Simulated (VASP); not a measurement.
A run of VASP 6.6.1 is set up as follows.

The input INCAR:

```
SYSTEM = Al3BP4
  PREC = Accurate
  ENCUT = 600
  EDIFF = 1E-7
  ISMEAR = -1
  SIGMA = 0.02
  LREAL = .False.
  LASPH = .True.
  NELM = 100
  ALGO = Normal
  ISIF = 3
  LWAVE = .False.
  LCHARG = .False.
  GGA = PE
  IBRION = 2
  NSW = 80
  EDIFFG = -0.005
```

Contents of KPOINTS:

```
regular mesh
0
Gamma
  6 4 4
  0 0 0
```

The input POSCAR:

```
Al3BP4
1.0
    3.5027295074      0.0000000000      0.0000000000
    0.0000000000      3.5027295074      4.9536075746
    0.0000000000     -3.5027295074      4.9536075746
B Al P
1 3 4
Direct
    0.0000000000      0.0000000000      0.0000000000
    0.5000000000      0.0000000000      0.5000000000
    0.5000000000      0.5000000000      0.0000000000
    0.0000000000      0.5000000000      0.5000000000
    0.5000000000      0.1250000000      0.1250000000
    0.0000000000      0.1250000000      0.6250000000
    0.0000000000      0.6250000000      0.1250000000
    0.5000000000      0.6250000000      0.6250000000
```

Potentials or basis: VASP PAW PBE potentials, release 64 (B, Al, P).

Launch:

```sh
$ cat potpaw_PBE.64/B/POTCAR potpaw_PBE.64/Al/POTCAR potpaw_PBE.64/P/POTCAR > POTCAR
$ mpirun -np 1 vasp_std > vasp.out
```

Problem. Predict the space group after relaxing (to 0.1 Å).

Solution. Amm2 (No. 38).

Problem. Estimate the relaxed volume.

Solution. 18.48 Å³/atom.

Step by step:
```tsv
step	energy change (eV)	largest force (eV/Å)	pressure (GPa)	volume (Å³)
1	0.0000	4.8752	31.93	121.55
2	-1.7097	0.9468	-12.69	182.99
3	-3.2393	1.1292	-2.32	152.91
4	-3.2420	1.1835	-1.77	151.98
5	-3.2417	1.2224	-1.37	151.33
6	-3.3924	0.6093	-0.28	148.74
7	-3.4266	0.1485	0.71	146.87
8	-3.4267	0.1483	0.66	146.96
9	-3.4307	0.0631	-0.38	148.44
10	-3.4313	0.0847	-0.11	148.04
11	-3.4319	0.0256	-0.03	147.89
12	-3.4319	0.0318	0.01	147.82
13	-3.4321	0.0220	0.01	147.82
14	-3.4322	0.0237	0.00	147.81
15	-3.4323	0.0191	0.00	147.81
16	-3.4324	0.0334	-0.01	147.82
17	-3.4324	0.0285	0.00	147.82
18	-3.4325	0.0163	0.00	147.82
19	-3.4325	0.0309	0.00	147.81
20	-3.4326	0.0204	0.00	147.82
21	-3.4326	0.0111	0.00	147.81
22	-3.4326	0.0058	0.00	147.81
23	-3.4326	0.0012	0.00	147.82
```

Caveat: the volume moved by over 15 % at a fixed basis, so the end points are rough.
